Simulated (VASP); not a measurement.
# Ge (I4_1/amd) in VASP: notebook

The runs below take Ge through single point, with PBE.

Program: VASP 6.6.1. These are calculated values, not measurements. Logs are shortened: lines on timing, memory, paths and dates and some standing lists are left out, and cuts for length are marked.

### Step 1. The cell of the first run

It takes space group I4_1/amd (No. 141, tetragonal). The conventional cell has a = 3.900 Å, b = 3.900 Å, c = 5.375 Å, α = 90.00°, β = 90.00°, γ = 90.00°. Within 3.1 Å of Ge (site symmetry -4m2) lie 4 Ge at 2.37 Å.

### Step 2. Single point, PBE (strain -0.025 along x and y, -0.050 along z)

INCAR

```
ALGO = Normal ; EDIFF = 1E-6
ENCUT = 520 ; GGA = PE
ISIF = 2 ; ISMEAR = 0
LASPH = True ; LCHARG = False
LREAL = False ; LWAVE = False
NBANDS = 21 ; NELM = 100
PREC = Accurate ; SIGMA = 0.15
```

KPOINTS

```
k-points
0
Gamma
  14 14 14
```

POSCAR

```
Ge
1.0
    0.0000000000      2.7580507500      2.6873315000
    2.7580507500      0.0000000000      2.6873315000
    2.7580507500      2.7580507500      0.0000000000
Ge
2
Direct
    0.5000000000      0.5000000000      0.5000000000
    0.7500000000      0.7500000000      0.7500000000
```

Potentials or basis: VASP PAW PBE potentials, release 64 (Ge_d).

On the command line:

```console
$ cat potpaw_PBE.64/Ge_d/POTCAR > POTCAR
$ mpirun -np 1 vasp_std > vasp.out
```

OUTCAR:

```text
EDIFF = 1E-6
   ENCUT = 520
   GGA = PE
   ISIF = 2
   ISMEAR = 0
   LASPH = True
   LREAL = False
   NELM = 100
   PREC = Accurate

 ion  position               nearest neighbor table
   1  0.500  0.500  0.500-   2 2.37   2 2.37   2 2.37   2 2.37
   2  0.750  0.750  0.750-   1 2.37   1 2.37   1 2.37   1 2.37

  LATTYP: Found a body centered tetragonal cell.
 ALAT       =     3.9004727764
 C/A-ratio  =     1.3779516762

  Lattice vectors:

 A1 = (   0.0000000000,  -2.7580507500,  -2.6873315000)
 A2 = (   0.0000000000,   2.7580507500,  -2.6873315000)
 A3 = (   2.7580507500,   0.0000000000,   2.6873315000)

Analysis of symmetry for initial positions (statically):
=====================================================================
 Subroutine PRICEL returns:
 Original cell was already a primitive cell.

 Routine SETGRP: Setting up the symmetry group for a
 body centered tetragonal supercell.

 Subroutine GETGRP returns: Found 16 space group operations
 (whereof  8 operations were pure point group operations)
 out of a pool of 16 trial point group operations.

The static configuration has the point symmetry D_2d.
 The point group associated with its full space group is D_4h.

Analysis of symmetry for dynamics (positions and initial velocities):
=====================================================================
 Subroutine PRICEL returns:
 Original cell was already a primitive cell.

 Routine SETGRP: Setting up the symmetry group for a
 body centered tetragonal supercell.

 Subroutine GETGRP returns: Found 16 space group operations
 (whereof  8 operations were pure point group operations)
 out of a pool of 16 trial point group operations.

The dynamic configuration has the point symmetry D_2d.
 The point group associated with its full space group is D_4h.

 Subroutine INISYM returns: Found 16 space group operations
 (whereof  8 operations are pure point group operations),
 and found     1 'primitive' translations

----------------------------------------------------------------------------------------

                                     Primitive cell

  volume of cell :      40.8842

  direct lattice vectors                    reciprocal lattice vectors
     0.000000000  2.758050750  2.687331500    -0.181287455  0.181287455  0.186058177
     2.758050750  0.000000000  2.687331500     0.181287455 -0.181287455  0.186058177
     2.758050750  2.758050750  0.000000000     0.181287455  0.181287455 -0.186058177

  length of vectors
     3.850791416  3.850791416  3.900472776     0.316777410  0.316777410  0.316777410

  position of ions in fractional coordinates (direct lattice)
     0.500000000  0.500000000  0.500000000
     0.750000000  0.750000000  0.750000000

  ion indices of the primitive-cell ions
   primitive index   ion index
                 1           1
                 2           2

----------------------------------------------------------------------------------------

 KPOINTS: k-points

Automatic generation of k-mesh.
 Grid dimensions read from file:
 generate k-points for:   14   14   14

 Generating k-lattice:

  Cartesian coordinates                     Fractional coordinates (reciprocal lattice)
    -0.012949104  0.012949104  0.013289870     0.071428571  0.000000000  0.000000000
     0.012949104 -0.012949104  0.013289870     0.000000000  0.071428571  0.000000000
     0.012949104  0.012949104 -0.013289870     0.000000000  0.000000000  0.071428571

  Length of vectors
     0.022626958  0.022626958  0.022626958

  Shift w.r.t. Gamma in fractional coordinates (k-lattice)
     0.000000000  0.000000000  0.000000000

 Subroutine IBZKPT returns following result:
 ===========================================

 Found    244 irreducible k-points:

 Following reciprocal coordinates:
            Coordinates               Weight
  0.000000  0.000000  0.000000      1.000000
  0.071429 -0.000000  0.000000      8.000000
  0.142857 -0.000000  0.000000      8.000000
  0.214286 -0.000000  0.000000      8.000000
  0.285714  0.000000  0.000000      8.000000
  0.357143  0.000000  0.000000      8.000000
[... 16 lines left out ...]
  0.214286  0.142857  0.000000      8.000000
  0.285714  0.142857  0.000000      8.000000
 [... further k-points ...]
   k-points           NKPTS =    244   k-points in BZ     NKDIM =    244   number of bands    NBANDS=     21
   number of dos      NEDOS =    301   number of ions     NIONS =      2
   total plane-waves  NPLWV =  27000
   dimension x,y,z NGX =    30 NGY =   30 NGZ =   30
   dimension x,y,z NGXF=    60 NGYF=   60 NGZF=   60
   ions per type =               2
   NGX,Y,Z   is equivalent  to a cutoff of  12.95, 12.95, 12.79 a.u.
   NGXF,Y,Z  is equivalent  to a cutoff of  25.90, 25.90, 25.57 a.u.
 SYSTEM =  unknown system
   PREC   = accura    normal or accurate (medium, high low for compatibility)
   ISTART =      0    job   : 0-new  1-cont  2-samecut
   ICHARG =      2    charge: 1-file 2-atom 10-const
   ISPIN  =      1    spin polarized calculation?
   LNONCOLLINEAR =      F non collinear calculations
   LSORBIT =      F    spin-orbit coupling
   LASPH  =      T    aspherical Exc in radial PAW
   ENCUT  =  520.0 eV  38.22 Ry    6.18 a.u.   7.16  7.16  7.25*2*pi/ulx,y,z
   NELM   =    100;   NELMIN=  2; NELMDL= -5     # of ELM steps
   EDIFF  = 0.1E-05   stopping-criterion for ELM
   LREAL  =      F    real-space projection
   EDIFFG = 0.1E-04   stopping-criterion for IOM
   NSW    =      0    number of steps for IOM
   IBRION =     -1    ionic relax: 0-MD 1-quasi-New 2-CG
   NFREE  =      0    steps in history (QN), initial steepest desc. (CG)
   ISIF   =      2    stress and relaxation
   ISYM   =      2    0-nonsym 1-usesym 2-fastsym
   POTIM  = 0.5000    time-step for ionic-motion
   TEBEG  =    0.0;   TEEND  =   0.0 temperature during run
   PSTRESS=    0.0 pullay stress
   NELECT =      28.0000    total number of electrons
   NUPDOWN=      -1.0000    fix difference up-down
   EMIN   =  10.00;   EMAX   =-10.00  energy-range for DOS
   EFERMI =   0.00;   METHOD = LEGACY
   ISMEAR =     0;   SIGMA  =   0.15  broadening in eV -4-tet -1-fermi 0-gaus
   EFERMI_NEDOS =   21; number of points for ismear=-14 and -15
   IALGO  =     38    algorithm
   IMIX   =      4    mixing-type and parameters
     AMIX     =   0.40;   BMIX     =  1.00
     AMIX_MAG =   1.60;   BMIX_MAG =  1.00
  volume/ion in A,a.u.               =      20.44       137.95
  Fermi-wavevector in a.u.,A,eV,Ry     =   1.443031  2.726933 28.331926  2.082338
  Thomas-Fermi vector in A             =   2.561484
   LORBIT       =      0    0 simple, 1 ext, 2 COOP (PROOUT), +10 PAW based schemes
   GGA     = PE    functional components
   LHFCALC =     F    Hartree Fock is set to
   AEXX    =    0.0000 exact exchange contribution
   IVDW    =     0    specifies the selected vdW correction
   LEPSILON=     F    determine dielectric tensor
   LRPA    =     F    only Hartree local field effects (RPA)
 non-spin polarized calculation
 Gauss-broadening in eV      SIGMA  =   0.15
  energy-cutoff  :      520.00
  volume of cell :       40.88
 maximum number of plane-waves:      1114
 NGX is ok and might be reduce to    30
   NGX = 15   NGY = 15   NGZ = 15

 number of electron      27.9999978 magnetization

 Free energy of the ion-electron system (eV)
  ---------------------------------------------------
  ext. energy  EPLUGINS =         0.00000000
  ---------------------------------------------------
  free energy    TOTEN  =        -8.78405715 eV

  energy without entropy =       -8.78389403  energy(sigma->0) =       -8.78397559

 E-fermi :   6.2041     XC(G=0): -10.4203

 val. band max:        6.1856453718   @ k =   0.0000   0.0000   0.0000
 cond. band min:       6.2933887746   @ k =   0.4286   0.4286   0.0000
 fundamental gap:      0.1077434027
 Fermi energy:         6.2040841158

 k-point     1 :       0.0000    0.0000    0.0000
  band No.  band energies     occupation
      1     -18.9525      2.00000
      2     -18.9431      2.00000
      3     -18.9431      2.00000
      4     -18.9040      2.00000
      5     -18.8989      2.00000
      6     -18.6339      2.00000
[... 13 lines left out ...]
     20      15.5264      0.00000
     21      16.0565      0.00000

 k-point     2 :       0.0714   -0.0000    0.0000
  band No.  band energies     occupation
      1     -18.9551      2.00000
      2     -18.9478      2.00000
      3     -18.9438      2.00000
      4     -18.8975      2.00000
      5     -18.8931      2.00000
      6     -18.6378      2.00000
[... 13 lines left out ...]
     20      15.0345      0.00000
     21      15.4529      0.00000

 k-point     3 :       0.1429   -0.0000    0.0000
  band No.  band energies     occupation
      1     -18.9626      2.00000
      2     -18.9562      2.00000
      3     -18.9421      2.00000
      4     -18.8844      2.00000
      5     -18.8807      2.00000
      6     -18.6475      2.00000
[... 13 lines left out ...]
     20      14.4853      0.00000
     21      14.8131      0.00000

 k-point     4 :       0.2143   -0.0000    0.0000
  band No.  band energies     occupation
      1     -18.9705      2.00000
      2     -18.9635      2.00000
      3     -18.9382      2.00000
      4     -18.8708      2.00000
      5     -18.8677      2.00000
      6     -18.6578      2.00000
[... 13 lines left out ...]
     20      14.3464      0.00000
     21      14.6424      0.00000

 k-point     5 :       0.2857    0.0000    0.0000
  band No.  band energies     occupation
      1     -18.9763      2.00000
      2     -18.9683      2.00000
      3     -18.9335      2.00000
      4     -18.8597      2.00000
      5     -18.8571      2.00000
      6     -18.6657      2.00000
[... 13 lines left out ...]
     20      14.7586      0.00000
     21      14.8390      0.00000
[... 382 lines left out ...]
     20      14.2811      0.00000
     21      14.9973      0.00000

 k-point    22 :       0.1429    0.1429    0.0000
  band No.  band energies     occupation
      1     -18.9597      2.00000
      2     -18.9513      2.00000
      3     -18.9513      2.00000
      4     -18.8880      2.00000
      5     -18.8647      2.00000
      6     -18.6750      2.00000
[... 13 lines left out ...]
     20      14.4559      0.00000
     21      15.9060      0.00000

 k-point    23 :       0.2143    0.1429    0.0000
  band No.  band energies     occupation
      1     -18.9673      2.00000
      2     -18.9565      2.00000
      3     -18.9473      2.00000
      4     -18.8777      2.00000
      5     -18.8498      2.00000
      6     -18.6919      2.00000
[... 13 lines left out ...]
     20      15.2836      0.00000
     21      15.8763      0.00000

 k-point    24 :       0.2857    0.1429    0.0000
  band No.  band energies     occupation
      1     -18.9780      2.00000
      2     -18.9623      2.00000
      3     -18.9368      2.00000
      4     -18.8652      2.00000
      5     -18.8364      2.00000
      6     -18.7047      2.00000
[... 13 lines left out ...]
     20      15.7617      0.00000
     21      16.0537      0.00000

 [... further k-points ...]

------------------------ aborting loop because EDIFF is reached ----------------------------------------

  FORCE on cell =-STRESS in cart. coord.  units (eV):
  Direction    XX          YY          ZZ          XY          YZ          ZX
  --------------------------------------------------------------------------------------
  -------------------------------------------------------------------------------------
  Total        3.2494387      3.2494387      3.7066637      0.0000000     -0.0000000      0.0000000
  in kB      127.3395149    127.3395149    145.2573186      0.0000000     -0.0000000      0.0000000
  external PRESSURE =     133.3121161 kB  Pullay stress =       0.0000000 kB

 VOLUME and BASIS-vectors are now :
 -----------------------------------------------------------------------------
  energy-cutoff  :      520.00
  volume of cell :       40.88
      direct lattice vectors                 reciprocal lattice vectors
     0.000000000  2.758050750  2.687331500    -0.181287455  0.181287455  0.186058177
     2.758050750  0.000000000  2.687331500     0.181287455 -0.181287455  0.186058177
     2.758050750  2.758050750  0.000000000     0.181287455  0.181287455 -0.186058177

 POSITION                                       TOTAL-FORCE (eV/Angst)
 -----------------------------------------------------------------------------------
      2.75805      2.75805      2.68733         0.000000     -0.000000     -0.000000
      4.13708      4.13708      4.03100         0.000000      0.000000      0.000000
 -----------------------------------------------------------------------------------
    total drift:                                0.000000     -0.000000     -0.000000

  FREE ENERGIE OF THE ION-ELECTRON SYSTEM (eV)
  ---------------------------------------------------
  free  energy   TOTEN  =        -8.7840571535 eV

  energy  without entropy=       -8.7838940349  energy(sigma->0) =       -8.78397559
```

It took 100 s on 1 thread of Intel Xeon 6975P-C (Granite Rapids), shared host; peak memory 0.28 GiB.

What came out:

* Free energy: -8.7841 eV
* Pressure: 13.3 GPa
* Band gap on the k mesh: 0.11 eV (least direct gap 0.86 eV)

Stress tensor (GPa, compression positive):
```
12.73  0.00  0.00
 0.00 12.73  0.00
 0.00  0.00 14.53
```

Caveat: the cell differs from its parent crystal (strain -0.025 along x and y, -0.050 along z); the cell stands under pressure.

[end of part 1 of 2]
